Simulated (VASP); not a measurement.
Bi2Se3:

```
CELL_PARAMETERS angstrom
2.11213 1.21944 9.73254
-2.11213 1.21944 9.73254
0.00000 -2.43888 9.73254
ATOMIC_POSITIONS crystal
Bi 0.59920 0.59920 0.59920
Bi 0.40080 0.40080 0.40080
Se 0.78830 0.78830 0.78830
Se 0.21170 0.21170 0.21170
Se 0.00000 0.00000 0.00000
```

Base run:

```yaml
Program: VASP 6.6.1
Functional: revPBE
Potentials_or_basis: VASP PAW PBE potentials, release 64 (Bi_d, Se)
Cutoff: 520 eV
k_mesh: 8 × 8 × 8
Occupations: fermi-dirac, width 0.05 eV
Spin: no spin polarisation
```

Its results: band gap on the k mesh 0.31 eV; pressure 0.2 GPa; largest force 0.261 eV/Å.

**Question.** The run is repeated on the same cell with these changes: functional from revPBE to b88 exchange, pbe correlation; cutoff from 520 eV to 500 eV; further incar settings from ALGO = Normal; EDIFF = 1e-07; NBANDS = 32 to ALGO = Normal; EDIFF = 1e-06; NBANDS = 32. What comes out?

**Answer.** Band gap on the k mesh 0.25 eV; pressure -1.1 GPa; largest force 0.271 eV/Å.

Caveats: the PAW data sets were made with another functional, which shifts forces and pressure a little; spin-orbit coupling is left out, which moves the levels of the heavy elements.

A k mesh can miss the band edges.
